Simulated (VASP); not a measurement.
# TiB (F-43m) in VASP: notebook, part 2 of 2

VASP 6.6.1.

### Step 3. Single point, r2SCAN (equal strain along all axes, cell held: -6.0 %)

The input, POSCAR:

```
TiB
1.0
    2.3281174843      2.3281174843      0.0000000000
   -2.3281174843      2.3281174843      0.0000000000
    0.0000000000      0.0000000000      4.6562349685
Ti B
2 2
Direct
    0.5000000000      0.0000000000      0.2500000000
    0.0000000000      0.5000000000      0.7500000000
    0.0000000000      0.0000000000      0.0000000000
    0.5000000000      0.5000000000      0.5000000000
```

The input, INCAR.step1:

```
SYSTEM = TiB
PREC = Accurate ; ENCUT = 520
ISMEAR = 0 ; SIGMA = 0.1
LREAL = .False. ; LASPH = .True.
NELM = 60 ; NBANDS = 23
GGA = PE ; ALGO = Normal
EDIFF = 1E-4 ; LWAVE = .True.
LCHARG = .False.
```

The input, INCAR.step2:

```
SYSTEM = TiB
PREC = Accurate ; ENCUT = 520
EDIFF = 1E-7 ; ISMEAR = 0
SIGMA = 0.1 ; LREAL = .False.
LASPH = .True. ; NELM = 60
ALGO = Normal ; ISIF = 2
LWAVE = .False. ; LCHARG = .True.
METAGGA = R2SCAN ; LMIXTAU = .True.
LELF = .True. ; LVHAR = .True.
NBANDS = 23 ; ISTART = 1
```

The input, KPOINTS:

```
regular mesh
0
Gamma
  16 16 10
  0 0 0
```

Potentials or basis: VASP PAW PBE potentials, release 64 (Ti_sv, B).

Launch:

```bash
$ cat potpaw_PBE.64/Ti_sv/POTCAR potpaw_PBE.64/B/POTCAR > POTCAR
$ cp INCAR.step1 INCAR
$ mpirun -np 1 vasp_std > vasp.out
$ cp INCAR.step2 INCAR
$ mpirun -np 1 vasp_std > vasp.out
```

It took 4.9 min on 1 thread of Intel Xeon 6975P-C (Granite Rapids), shared host; peak memory 0.37 GiB.

It converged, with:

* Free energy: -37.0585 eV
* Pressure: 27.5 GPa
* Band gap on the k mesh: zero (band 15 reaches 7.36 eV, above the bottom of band 16 at 5.43 eV)

Levels at points of the mesh, in eV from the Fermi level:
| k point | band 11 | band 12 | band 13 | band 14 | band 15 | band 16 | band 17 | band 18 | band 19 | band 20 |
| --- | --- | --- | --- | --- | --- | --- | --- | --- | --- | --- |
| (0.00, 0.00, 0.00) | -3.49 | -1.36 | -1.36 | -1.36 | 0.83 | 1.16 | 1.16 | 2.90 | 2.90 | 3.91 |
| (0.50, 0.00, 0.00) | -2.09 | -2.09 | -1.34 | -1.34 | -0.33 | -0.33 | 2.38 | 2.38 | 3.49 | 3.49 |
| (0.50, 0.50, 0.00) | -3.49 | -3.49 | 0.83 | 0.83 | 1.16 | 1.16 | 1.16 | 1.16 | 3.91 | 3.91 |
| (0.00, 0.00, 0.50) | -2.39 | -2.39 | -0.50 | -0.50 | -0.50 | -0.50 | 1.54 | 1.54 | 3.38 | 3.38 |
| (0.50, 0.00, 0.50) | -2.61 | -2.61 | -0.76 | -0.76 | -0.76 | -0.76 | 3.43 | 3.43 | 3.43 | 3.43 |
| (0.50, 0.50, 0.50) | -2.52 | -2.52 | -0.29 | -0.29 | 0.51 | 0.51 | 1.29 | 1.29 | 2.99 | 2.99 |

Caveat: the cell differs from its parent crystal (equal strain along all axes, cell held: -6.0 %); the PAW data sets were made with another functional, which shifts forces and pressure a little.

### Step 4. Single point, r2SCAN (equal strain along all axes, cell held: -4.0 %)

The input, POSCAR:

```
TiB
1.0
    2.3776518988      2.3776518988      0.0000000000
   -2.3776518988      2.3776518988      0.0000000000
    0.0000000000      0.0000000000      4.7553037976
Ti B
2 2
Direct
    0.5000000000      0.0000000000      0.2500000000
    0.0000000000      0.5000000000      0.7500000000
    0.0000000000      0.0000000000      0.0000000000
    0.5000000000      0.5000000000      0.5000000000
```

The input, INCAR.step1:

```
SYSTEM = TiB
PREC = Accurate
ENCUT = 520
ISMEAR = 0
SIGMA = 0.1
LREAL = .FALSE.
LASPH = .TRUE.
NELM = 100
NBANDS = 23
GGA = PE
ALGO = Normal
EDIFF = 1E-4
LWAVE = .TRUE.
LCHARG = .FALSE.
```

The input, INCAR.step2:

```
SYSTEM = TiB
PREC = Accurate
ENCUT = 520
EDIFF = 1E-6
ISMEAR = 0
SIGMA = 0.1
LREAL = .FALSE.
LASPH = .TRUE.
NELM = 100
ALGO = Normal
ISIF = 2
LWAVE = .FALSE.
LCHARG = .TRUE.
METAGGA = R2SCAN
LMIXTAU = .TRUE.
LELF = .TRUE.
LVHAR = .TRUE.
NBANDS = 23
ISTART = 1
```

The input, KPOINTS:

```
Automatic mesh
0
G
  16 16 10
  0 0 0
```

Launch:

```bash
$ cat potpaw_PBE.64/Ti_sv/POTCAR potpaw_PBE.64/B/POTCAR > POTCAR
$ cp INCAR.step1 INCAR
$ mpirun -np 1 vasp_std > vasp.out
$ cp INCAR.step2 INCAR
$ mpirun -np 1 vasp_std > vasp.out
```

Wall time 7.7 min (1 thread of Intel Xeon 6975P-C (Granite Rapids), shared host); peak memory 0.39 GiB.

It converged, with:

| Item | Value |
| --- | --- |
| Free energy | -37.5062 eV |
| Pressure | 16.3 GPa |
| Band gap on the k mesh | zero (band 15 reaches 6.69 eV, above the bottom of band 16 at 4.95 eV) |

Levels at points of the mesh, in eV from the Fermi level:
```csv
k point,band 12,band 13,band 14,band 15,band 16,band 17,band 18,band 19
"(0.00, 0.00, 0.00)",-1.25,-1.25,-1.25,0.82,1.05,1.05,2.75,2.76
"(0.50, 0.00, 0.00)",-1.99,-1.24,-1.24,-0.30,-0.30,2.28,2.28,3.26
"(0.50, 0.50, 0.00)",-3.26,0.82,0.82,1.05,1.05,1.05,1.05,3.66
"(0.00, 0.00, 0.50)",-2.24,-0.46,-0.46,-0.46,-0.46,1.52,1.52,3.19
"(0.50, 0.00, 0.50)",-2.54,-0.69,-0.69,-0.69,-0.69,3.22,3.22,3.23
"(0.50, 0.50, 0.50)",-2.33,-0.32,-0.32,0.55,0.55,1.15,1.15,2.80
```

Caveat: the cell differs from its parent crystal (equal strain along all axes, cell held: -4.0 %); the PAW data sets were made with another functional, which shifts forces and pressure a little.

### Step 5. Single point, r2SCAN

This run uses another cell than the first one, of 15.15 Å³/atom, 1.633 times its volume.

The input, POSCAR:

```
TiB
1.0
    0.0000000000      2.4742046934      2.4742046934
    2.4742046934      0.0000000000      2.4742046934
    2.4742046934      2.4742046934      0.0000000000
Ti B
1 1
Direct
    0.7500000000      0.7500000000      0.7500000000
    0.0000000000      0.0000000000      0.0000000000
```

Changes to INCAR.step1 since step 4:

```diff
@@ -8,3 +8,3 @@
 NELM = 100
-NBANDS = 23
+NBANDS = 14
 GGA = PE
```

Changes to INCAR.step2 since step 4:

```diff
@@ -17,3 +17,3 @@
 LVHAR = .TRUE.
-NBANDS = 23
+NBANDS = 14
 ISTART = 1
```

The input, KPOINTS:

```
Automatic mesh
0
G
  8 8 8
  0 0 0
```

Potentials or basis: VASP PAW PBE potentials, release 64 (Ti_sv, B).

Launch:

```bash
$ cat potpaw_PBE.64/Ti_sv/POTCAR potpaw_PBE.64/B/POTCAR > POTCAR
$ cp INCAR.step1 INCAR
$ mpirun -np 1 vasp_std > vasp.out
$ cp INCAR.step2 INCAR
$ mpirun -np 1 vasp_std > vasp.out
```

OUTCAR:

```text
SYSTEM = TiB
   PREC = Accurate
   ENCUT = 520
   EDIFF = 1E-6
   ISMEAR = 0
   LREAL = .FALSE.
   LASPH = .TRUE.
   NELM = 100
   ISIF = 2
   METAGGA = R2SCAN
   ISTART = 1

 ion  position               nearest neighbor table
   1  0.750  0.750  0.750-   2 2.14   2 2.14   2 2.14   2 2.14
   2  0.000  0.000  0.000-   1 2.14   1 2.14   1 2.14   1 2.14

  LATTYP: Found a face centered cubic cell.
 ALAT       =     4.9484093868

  Lattice vectors:

 A1 = (   0.0000000000,   2.4742046934,   2.4742046934)
 A2 = (   2.4742046934,   0.0000000000,   2.4742046934)
 A3 = (   2.4742046934,   2.4742046934,   0.0000000000)
[... 586 lines left out ...]
     11       8.0839      0.00000
     12      10.2670      0.00000
     13      10.8961      0.00000
     14      15.4990      0.00000

 [... further k-points ...]
[... 5 lines left out ...]
  --------------------------------------------------------------------------------------
  -------------------------------------------------------------------------------------
  Total        0.1183640      0.1183640      0.1183640      0.0000000      0.0000000      0.0000000
  in kB        6.2602725      6.2602725      6.2602725      0.0000000      0.0000000      0.0000000
  external PRESSURE =       6.2602725 kB  Pullay stress =       0.0000000 kB

 VOLUME and BASIS-vectors are now :
 -----------------------------------------------------------------------------
  energy-cutoff  :      520.00
  volume of cell :       30.29
      direct lattice vectors                 reciprocal lattice vectors
     0.000000000  2.474204693  2.474204693    -0.202085139  0.202085139  0.202085139
     2.474204693  0.000000000  2.474204693     0.202085139 -0.202085139  0.202085139
     2.474204693  2.474204693  0.000000000     0.202085139  0.202085139 -0.202085139

 POSITION                                       TOTAL-FORCE (eV/Angst)
 -----------------------------------------------------------------------------------
      3.71131      3.71131      3.71131         0.000000      0.000000      0.000000
      0.00000      0.00000      0.00000        -0.000000     -0.000000     -0.000000
 -----------------------------------------------------------------------------------
    total drift:                                0.000001      0.000001      0.000001

  FREE ENERGIE OF THE ION-ELECTRON SYSTEM (eV)
  ---------------------------------------------------
  free  energy   TOTEN  =       -18.9247735346 eV

  energy  without entropy=      -18.9137064836  energy(sigma->0) =      -18.91924001
```

OSZICAR.step1:

```text
N       E                     dE             d eps       ncg     rms          rms(c)
DAV:   1     0.116699379701E+03    0.11670E+03   -0.76832E+03   812   0.116E+03
DAV:   2    -0.543479481926E+01   -0.12213E+03   -0.11728E+03   836   0.327E+02
DAV:   3    -0.162784433098E+02   -0.10844E+02   -0.10518E+02  1350   0.854E+01
DAV:   4    -0.170367268239E+02   -0.75828E+00   -0.75633E+00   980   0.169E+01
DAV:   5    -0.170487726749E+02   -0.12046E-01   -0.12044E-01  1092   0.238E+00    0.136E+01
DAV:   6    -0.133242985168E+02    0.37245E+01   -0.10968E+01  1162   0.441E+01    0.494E+00
DAV:   7    -0.131048979354E+02    0.21940E+00   -0.15160E+00   914   0.168E+01    0.258E+00
DAV:   8    -0.131094549068E+02   -0.45570E-02   -0.61187E-02   990   0.344E+00    0.108E+00
DAV:   9    -0.131160763049E+02   -0.66214E-02   -0.21273E-02   944   0.186E+00    0.144E-01
DAV:  10    -0.131165765522E+02   -0.50025E-03   -0.20044E-03  1088   0.356E-01    0.917E-02
DAV:  11    -0.131165601183E+02    0.16434E-04   -0.51767E-05   514   0.629E-02
   1 F= -.13116560E+02 E0= -.13110714E+02  d E =-.116932E-01
```

Run time: 45 s. Hardware: 1 thread of Intel Xeon 6975P-C, shared host; peak memory 0.17 GiB.

Results:

```
Free energy : -18.9248 eV
Pressure    : 0.6 GPa
```

Levels at points of the mesh, in eV from the Fermi level:
```
           k point  band 6  band 7  band 8  band 9  band 10  band 11
(0.00, 0.00, 0.00)   -1.02   -1.02   -1.02    2.52     2.52     8.80
(0.50, 0.00, 0.00)   -2.34   -0.52   -0.52    2.89     2.89     3.50
(0.50, 0.50, 0.00)   -2.82    0.86    0.90    0.90     3.27     4.05
```

Caveat: the PAW data sets were made with another functional, which shifts forces and pressure a little.

### Step 6. Overview

| cell | k mesh | gap on the mesh (eV) | pressure (GPa) |
| --- | --- | --- | --- |
| a = 2.971 Å, angles 60.0°, 2 atoms | 8 × 8 × 8 | none | 122.0 |
| a = 3.292, b = 3.292, c = 4.656 Å, 4 atoms | 16 × 16 × 10 | none | 27.5 |
| a = 3.363, b = 3.363, c = 4.755 Å, 4 atoms | 16 × 16 × 10 | none | 16.3 |
| a = 3.499 Å, angles 60.0°, 2 atoms | 8 × 8 × 8 | none | 0.6 |

Alike in all rows: task single point; level r2SCAN; potentials or basis VASP PAW PBE potentials, release 64 (Ti_sv, B); no spin polarisation; cutoff (eV) 520; smearing gaussian 0.1 eV.

Caveats: the PAW data sets were made with another functional, which shifts forces and pressure a little.

Total energies depend on the potentials used, so only differences within one code and one set of settings carry meaning.
